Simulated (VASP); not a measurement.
# Mg2As (P6/mmm) in VASP: a series of runs

Runs on Mg2As. Level: PBE. Tasks: relaxation of cell and atoms, single point.

Everything below comes from runs of VASP 6.6.1. Logs are shortened: lines on timing, memory, paths and dates and some standing lists are left out, and cuts for length are marked.

## Step 1: The cell of the first run

Symmetry: P6/mmm, No. 191, hexagonal system. Conventional cell: a = 4.049 Å, b = 4.049 Å, c = 4.372 Å, α = 90.00°, β = 90.00°, γ = 120.00°. Mg (site symmetry -6m2) has 3 Mg at 2.34 Å and 6 As at 3.20 Å within 3.3 Å. As (site symmetry 6/mmm) has 12 Mg at 3.20 Å and 6 As at 4.05 Å within 4.2 Å.

## Step 2: Relaxation of cell and atoms, PBE

File INCAR:

```
SYSTEM = Mg2As
PREC = Accurate
ENCUT = 600
EDIFF = 1E-6
ISMEAR = 0
SIGMA = 0.1
LREAL = .FALSE.
LASPH = .TRUE.
NELM = 100
ALGO = Normal
ISIF = 3
LWAVE = .FALSE.
LCHARG = .FALSE.
GGA = PE
IBRION = 2
NSW = 90
EDIFFG = -0.04
```

File KPOINTS:

```
Automatic mesh
0
G
  6 6 4
  0 0 0
```

File POSCAR:

```
Mg2As
1.0
    4.0490506681      0.0000000000      0.0000000000
   -2.0245253340      3.5065807398      0.0000000000
    0.0000000000      0.0000000000      4.3718985619
Mg As
2 1
Direct
    0.3333333333      0.6666666667      0.5000000000
    0.6666666667      0.3333333333      0.5000000000
    0.0000000000      0.0000000000      0.0000000000
```

Potentials or basis: VASP PAW PBE potentials, release 64 (Mg, As).

Run with:

```
> cat potpaw_PBE.64/Mg/POTCAR potpaw_PBE.64/As/POTCAR > POTCAR
> mpirun -np 1 vasp_std > vasp.out
```

OUTCAR:

```text
SYSTEM = Mg2As
   PREC = Accurate
   ENCUT = 600
   EDIFF = 1E-6
   ISMEAR = 0
   LREAL = .FALSE.
   LASPH = .TRUE.
   NELM = 100
   ISIF = 3
   GGA = PE
   IBRION = 2
   NSW = 90
   EDIFFG = -0.04

 ion  position               nearest neighbor table
   1  0.333  0.667  0.500-   2 2.34   2 2.34   2 2.34   3 3.20   3 3.20   3 3.20   3 3.20   3 3.20
                             3 3.20
   2  0.667  0.333  0.500-   1 2.34   1 2.34   1 2.34   3 3.20   3 3.20   3 3.20   3 3.20   3 3.20
                             3 3.20
   3  0.000  0.000  0.000-   1 3.20   2 3.20   1 3.20   2 3.20   1 3.20   1 3.20   2 3.20   2 3.20
                             2 3.20   2 3.20   1 3.20   1 3.20

  LATTYP: Found a hexagonal cell.
 ALAT       =     4.0490506681
 C/A-ratio  =     1.0797342193

  Lattice vectors:

 A1 = (   4.0490506681,   0.0000000000,   0.0000000000)
 A2 = (  -2.0245253340,   3.5065807398,   0.0000000000)
 A3 = (   0.0000000000,   0.0000000000,   4.3718985619)

Analysis of symmetry for initial positions (statically):
=====================================================================
 Subroutine PRICEL returns:
 Original cell was already a primitive cell.

 Routine SETGRP: Setting up the symmetry group for a
 hexagonal supercell.

 Subroutine GETGRP returns: Found 24 space group operations
 (whereof 24 operations were pure point group operations)
 out of a pool of 24 trial point group operations.

The static configuration has the point symmetry D_6h.

Analysis of symmetry for dynamics (positions and initial velocities):
=====================================================================
 Subroutine PRICEL returns:
 Original cell was already a primitive cell.

 Routine SETGRP: Setting up the symmetry group for a
 hexagonal supercell.

 Subroutine GETGRP returns: Found 24 space group operations
 (whereof 24 operations were pure point group operations)
 out of a pool of 24 trial point group operations.

The dynamic configuration has the point symmetry D_6h.

 Subroutine INISYM returns: Found 24 space group operations
 (whereof 24 operations are pure point group operations),
 and found     1 'primitive' translations

----------------------------------------------------------------------------------------

                                     Primitive cell

  volume of cell :      62.0736

  direct lattice vectors                    reciprocal lattice vectors
     4.049050668  0.000000000  0.000000000     0.246971471  0.142589045  0.000000000
    -2.024525334  3.506580740  0.000000000     0.000000000  0.285178091  0.000000000
     0.000000000  0.000000000  4.371898562     0.000000000  0.000000000  0.228733578

  length of vectors
     4.049050668  4.049050668  4.371898562     0.285178091  0.285178091  0.228733578

  position of ions in fractional coordinates (direct lattice)
     0.333333333  0.666666667  0.500000000
     0.666666667  0.333333333  0.500000000
     0.000000000  0.000000000  0.000000000

  ion indices of the primitive-cell ions
   primitive index   ion index
                 1           1
                 2           2
                 3           3

----------------------------------------------------------------------------------------

 KPOINTS: Automatic mesh

Automatic generation of k-mesh.
 Grid dimensions read from file:
 generate k-points for:    6    6    4

 Generating k-lattice:

  Cartesian coordinates                     Fractional coordinates (reciprocal lattice)
     0.041161912  0.023764841  0.000000000     0.166666667 -0.000000000  0.000000000
     0.000000000  0.047529682  0.000000000     0.000000000  0.166666667  0.000000000
     0.000000000  0.000000000  0.057183394     0.000000000  0.000000000  0.250000000

  Length of vectors
     0.047529682  0.047529682  0.057183394

  Shift w.r.t. Gamma in fractional coordinates (k-lattice)
     0.000000000  0.000000000  0.000000000

 Subroutine IBZKPT returns following result:
 ===========================================

 Found     21 irreducible k-points:

 Following reciprocal coordinates:
            Coordinates               Weight
  0.000000  0.000000  0.000000      1.000000
  0.166667 -0.000000  0.000000      6.000000
  0.333333 -0.000000  0.000000      6.000000
  0.500000 -0.000000  0.000000      3.000000
  0.166667  0.166667  0.000000      6.000000
  0.333333  0.166667  0.000000     12.000000
[... 13 lines left out ...]
  0.333333  0.166667  0.500000     12.000000
  0.333333  0.333333  0.500000      2.000000
   k-points           NKPTS =     21   k-points in BZ     NKDIM =     21   number of bands    NBANDS=      8
   number of dos      NEDOS =    301   number of ions     NIONS =      3
   total plane-waves  NPLWV =  36864
   dimension x,y,z NGX =    32 NGY =   32 NGZ =   36
   dimension x,y,z NGXF=    64 NGYF=   64 NGZF=   72
   ions per type =               2   1
   NGX,Y,Z   is equivalent  to a cutoff of  13.14, 13.14, 13.69 a.u.
   NGXF,Y,Z  is equivalent  to a cutoff of  26.28, 26.28, 27.38 a.u.
 SYSTEM =  Mg2As
   PREC   = accura    normal or accurate (medium, high low for compatibility)
   ISTART =      0    job   : 0-new  1-cont  2-samecut
   ICHARG =      2    charge: 1-file 2-atom 10-const
   ISPIN  =      1    spin polarized calculation?
   LNONCOLLINEAR =      F non collinear calculations
   LSORBIT =      F    spin-orbit coupling
   LASPH  =      T    aspherical Exc in radial PAW
   ENCUT  =  600.0 eV  44.10 Ry    6.64 a.u.   8.09  8.09  8.73*2*pi/ulx,y,z
   NELM   =    100;   NELMIN=  2; NELMDL= -5     # of ELM steps
   EDIFF  = 0.1E-05   stopping-criterion for ELM
   LREAL  =      F    real-space projection
   EDIFFG = -.4E-01   stopping-criterion for IOM
   NSW    =     90    number of steps for IOM
   IBRION =      2    ionic relax: 0-MD 1-quasi-New 2-CG
   NFREE  =      1    steps in history (QN), initial steepest desc. (CG)
   ISIF   =      3    stress and relaxation
   ISYM   =      2    0-nonsym 1-usesym 2-fastsym
   POTIM  = 0.5000    time-step for ionic-motion
   TEBEG  =    0.0;   TEEND  =   0.0 temperature during run
   PSTRESS=    0.0 pullay stress
   NELECT =       9.0000    total number of electrons
   NUPDOWN=      -1.0000    fix difference up-down
   EMIN   =  10.00;   EMAX   =-10.00  energy-range for DOS
   EFERMI =   0.00;   METHOD = LEGACY
   ISMEAR =     0;   SIGMA  =   0.10  broadening in eV -4-tet -1-fermi 0-gaus
   EFERMI_NEDOS =   21; number of points for ismear=-14 and -15
   IALGO  =     38    algorithm
   IMIX   =      4    mixing-type and parameters
     AMIX     =   0.40;   BMIX     =  1.00
     AMIX_MAG =   1.60;   BMIX_MAG =  1.00
  volume/ion in A,a.u.               =      20.69       139.63
  Fermi-wavevector in a.u.,A,eV,Ry     =   0.860043  1.625245 10.063866  0.739673
  Thomas-Fermi vector in A             =   1.977488
   LORBIT       =      0    0 simple, 1 ext, 2 COOP (PROOUT), +10 PAW based schemes
   GGA     = PE    functional components
   LHFCALC =     F    Hartree Fock is set to
   AEXX    =    0.0000 exact exchange contribution
   IVDW    =     0    specifies the selected vdW correction
   LEPSILON=     F    determine dielectric tensor
   LRPA    =     F    only Hartree local field effects (RPA)
 conjugate gradient relaxation of ions
 non-spin polarized calculation
 Gauss-broadening in eV      SIGMA  =   0.10
  energy-cutoff  :      600.00
  volume of cell :       62.07
 maximum number of plane-waves:      2088
   NGX = 17   NGY = 17   NGZ = 17

--------------------------------------- Ionic step        1  -------------------------------------------

 number of electron       8.9999999 magnetization

 Free energy of the ion-electron system (eV)
  ---------------------------------------------------
  ext. energy  EPLUGINS =         0.00000000
  ---------------------------------------------------
  free energy    TOTEN  =        -5.25459132 eV

  energy without entropy =       -5.24379272  energy(sigma->0) =       -5.24919202

------------------------ aborting loop because EDIFF is reached ----------------------------------------

  FORCE on cell =-STRESS in cart. coord.  units (eV):
  Direction    XX          YY          ZZ          XY          YZ          ZX
  --------------------------------------------------------------------------------------
  -------------------------------------------------------------------------------------
  Total        8.1040056      8.1040056     -6.5212429      0.0000000      0.0000000      0.0000000
  in kB      209.1718252    209.1718252   -168.3192647      0.0000000      0.0000000      0.0000000
  external PRESSURE =      83.3414619 kB  Pullay stress =       0.0000000 kB
[... 92 lines left out ...]
  FREE ENERGIE OF THE ION-ELECTRON SYSTEM (eV)
  ---------------------------------------------------
  free  energy   TOTEN  =        -7.0571997389 eV

  energy  without entropy=       -7.0510878467  energy(sigma->0) =       -7.05414379

[... ionic steps 4 to 9 ...]

--------------------------------------- Ionic step       10  -------------------------------------------

 number of electron       8.9999998 magnetization

------------------------ aborting loop because EDIFF is reached ----------------------------------------

  FORCE on cell =-STRESS in cart. coord.  units (eV):
  Direction    XX          YY          ZZ          XY          YZ          ZX
  --------------------------------------------------------------------------------------
  -------------------------------------------------------------------------------------
  Total       -0.0050195     -0.0050195     -0.2043119     -0.0000000      0.0000000     -0.0000000
  in kB       -0.1274722     -0.1274722     -5.1885798     -0.0000000      0.0000000     -0.0000000
  external PRESSURE =      -1.8145081 kB  Pullay stress =       0.0000000 kB
[... 59 lines left out ...]
  energy  without entropy=       -7.6477140191  energy(sigma->0) =       -7.65008194

--------------------------------------- Ionic step       12  -------------------------------------------

 number of electron       8.9999998 magnetization

 Free energy of the ion-electron system (eV)
  ---------------------------------------------------
  ext. energy  EPLUGINS =         0.00000000
  ---------------------------------------------------
  free energy    TOTEN  =        -7.65282287 eV

  energy without entropy =       -7.64859603  energy(sigma->0) =       -7.65070945

 E-fermi :   4.1536     XC(G=0):  -9.2730

 val. band max:        4.1508857414   @ k =   0.0000   0.0000   0.5000
 cond. band min:       4.2813144889   @ k =   0.3333   0.1667   0.5000
 fundamental gap:      0.1304287475
 Fermi energy:         4.1536328822

 k-point     1 :       0.0000    0.0000    0.0000
  band No.  band energies     occupation
      1      -7.8088      2.00000
      2       0.8606      2.00000
      3       1.3507      2.00000
      4       1.3507      2.00000
      5       4.4052      0.00037
      6       4.4052      0.00037
      7       6.1628      0.00000
      8       6.3593      0.00000
[... 248 lines left out ...]
  FREE ENERGIE OF THE ION-ELECTRON SYSTEM (eV)
  ---------------------------------------------------
  free  energy   TOTEN  =        -7.6528228668 eV

  energy  without entropy=       -7.6485960337  energy(sigma->0) =       -7.65070945

 reached required accuracy - stopping structural energy minimisation
```

Wall time 46 s (1 thread of Intel Xeon 6975P-C (Granite Rapids), shared host); peak memory 0.19 GiB.

What came out:

```yaml
Free_energy: -7.6528 eV
Relaxed_volume: 20.95 Å³/atom
Relaxed_cell: a = 4.805 Å, b = 4.805 Å, c = 3.142 Å, α = 90.00°, β = 90.00°, γ = 120.00°
Space_group_after_relaxing_to_0.1_Å: P6/mmm (No. 191)
Energy_gained_by_relaxing: 799.4 meV/atom
Ionic_steps: 12
Pressure_after_relaxing: 0.0 GPa
Band_gap_on_the_k_mesh: zero (an odd number of electrons rules out a gap without spin polarisation)
```

The path:
```
step  energy change (eV)  largest force (eV/Å)  pressure (GPa)  volume (Å³)
   1              0.0000                0.0000            8.33        62.07
   2             -1.5662                0.0000           -1.50        70.99
   3             -1.8026                0.0000           -3.59        73.90
   4             -1.9920                0.0000           -6.80        78.74
   5             -2.0043                0.0000           -5.65        76.45
   6             -2.3595                0.0000           -2.68        67.05
   7             -2.3664                0.0000           -1.79        65.60
   8             -2.3669                0.0000           -1.98        65.88
   9             -2.3974                0.0000            0.07        62.75
  10             -2.3979                0.0000           -0.18        63.09
  11             -2.3979                0.0000           -0.22        63.14
  12             -2.3982                0.0000            0.01        62.84
```

Final structure:
```yaml
crystal:
  lattice:
    - [4.80537, 0.00000, 0.00000]
    - [-2.40268, 4.16157, 0.00000]
    - [0.00000, 0.00000, 3.14211]
  atoms:
    - { symbol: Mg, position: [0.33333, 0.66667, 0.50000] }
    - { symbol: Mg, position: [0.66667, 0.33333, 0.50000] }
    - { symbol: As, position: [0.00000, 0.00000, 0.00000] }
```

Caveat: a cell axis changed by over 15 % at a fixed basis, so the end point is rough.

(Continued in part 2 of 2.)
